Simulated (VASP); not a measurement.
Here is a VASP 6.6.1 calculation.

The input INCAR:

```
SYSTEM = Hf2TaO3
PREC = Accurate
ENCUT = 600
EDIFF = 1E-7
ISMEAR = 0
SIGMA = 0.1
LREAL = .FALSE.
LASPH = .TRUE.
NELM = 100
ALGO = Normal
ISIF = 3
LWAVE = .FALSE.
LCHARG = .FALSE.
GGA = PE
IBRION = 2
NSW = 90
EDIFFG = -0.04
```

File KPOINTS:

```
Automatic mesh
0
G
  6 6 4
  0 0 0
```

The input POSCAR:

```
Hf2TaO3
1.0
    3.2244958800      0.0000000000      0.0000000000
    0.0000000000      3.2244958800      0.0000000000
    0.0000000000      0.0000000000      7.1629265800
Hf Ta O
2 1 3
Direct
    0.5000000000      0.0000000000      0.7398749000
    0.0000000000      0.5000000000      0.2601251000
    0.5000000000      0.5000000000      0.0000000000
    0.5000000000      0.0000000000      0.3835413500
    0.0000000000      0.5000000000      0.6164586500
    0.0000000000      0.0000000000      0.0000000000
```

Potentials or basis: VASP PAW PBE potentials, release 64 (Hf_pv, Ta_pv, O).

The run is started by

```console
$ cat potpaw_PBE.64/Hf_pv/POTCAR potpaw_PBE.64/Ta_pv/POTCAR potpaw_PBE.64/O/POTCAR > POTCAR
$ mpirun -np 1 vasp_std > vasp.out
```

(1) Predict the relaxed cell.

(2) Predict the space group after relaxing (to 0.1 Å).

(3) Predict the relaxed volume.

Results:

(1) a = 3.012 Å, b = 3.012 Å, c = 8.685 Å, α = 90.00°, β = 90.00°, γ = 90.00°.

(2) P-4m2 (No. 115).

(3) 13.13 Å³/atom.

Caveat: a cell axis changed by over 15 % at a fixed basis, so the end point is rough; an odd number of electrons without spin polarisation forces a metal; a magnetic or distorted state may lie lower.
